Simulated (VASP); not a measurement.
**Na2Y: relaxation of cell and atoms with PBE**

Crystal: Na2Y.

```
Na Y
1.0
    -1.57963    3.09941    5.20379
     1.57963   -3.09941    5.20379
     1.57963    3.09941   -5.20379
Na Y
2 1
Direct
  0.67441 0.17441 0.50000
  0.32559 0.82559 0.50000
  0.00000 0.00000 0.00000
```

* Program: VASP 6.6.1
* Task: relaxation of cell and atoms
* Functional: PBE
* Potentials or basis: VASP PAW PBE potentials, release 64 (Na_pv, Y_sv)
* Cutoff: 600 eV
* k mesh: 6 × 6 × 6
* Occupations: gaussian, width 0.1 eV
* Spin: no spin polarisation
* Dipole correction: no
* Further INCAR settings: ALGO = Normal; EDIFF = 1e-06; IBRION = 2; EDIFFG = -0.04; NSW = 90; ISIF = 3

```json
{"Relaxed volume": "35.17 Å³/atom", "Relaxed cell": "a = 6.254 Å, b = 6.254 Å, c = 6.254 Å, α = 149.54°, β = 120.50°, γ = 68.31°", "Space group after relaxing (to 0.1 Å)": "Immm (No. 71)", "Energy gained by relaxing": "7.2 meV/atom", "Ionic steps": "5", "Pressure after relaxing": "0.0 GPa", "Largest force after relaxing": "0.036 eV/Å", "Band gap on the k mesh": "zero (an odd number of electrons rules out a gap without spin polarisation)"}
```

Forces on the atoms (eV/Å):
```
Na   0.000  0.000  0.036
Na   0.000  0.000 -0.036
Y    0.000  0.000  0.000
```

Stress tensor (GPa, compression positive):
```
-0.02  0.00  0.00
 0.00  0.06  0.00
 0.00  0.00 -0.16
```

Step by step:
```tsv
step	energy change (eV)	largest force (eV/Å)	pressure (GPa)	volume (Å³)
1	0.0000	0.0094	0.53	101.91
2	-0.0141	0.0240	0.26	103.58
3	-0.0209	0.0440	-0.09	105.89
4	-0.0210	0.0432	-0.08	105.79
5	-0.0217	0.0364	-0.04	105.52
```

Final structure:
```xyz
3
Lattice="-1.6428 3.1030 5.1751 1.6428 -3.1030 5.1751 1.6428 3.1030 -5.1751" Properties=species:S:1:pos:R:3 pbc="T T T"
Na    0.0000    3.1030    1.8088
Na    1.6428    0.0000    3.3662
Y     0.0000    0.0000   10.3501
```

Levels at points of the mesh, in eV from the Fermi level:
```csv
k point,band 10,band 11,band 12,band 13,band 14,band 15,band 16
"(0.00, 0.00, 0.00)",-23.08,-3.75,-0.56,-0.10,0.05,1.63,1.68
"(0.50, 0.00, 0.00)",-23.08,-2.71,-1.89,-0.66,0.52,0.54,0.96
"(0.00, 0.50, 0.00)",-23.51,-0.63,-0.07,0.31,0.41,1.39,1.69
"(0.50, 0.50, 0.00)",-23.50,-0.56,-0.35,0.67,1.15,1.55,1.78
"(0.50, 0.50, 0.50)",-23.08,-2.59,-1.89,-0.73,0.34,0.50,0.98
```

It took 6.6 min on 1 thread of Intel(R) Xeon(R) 6975P-C (Granite Rapids), on a shared host, peak memory 0.47 GiB.
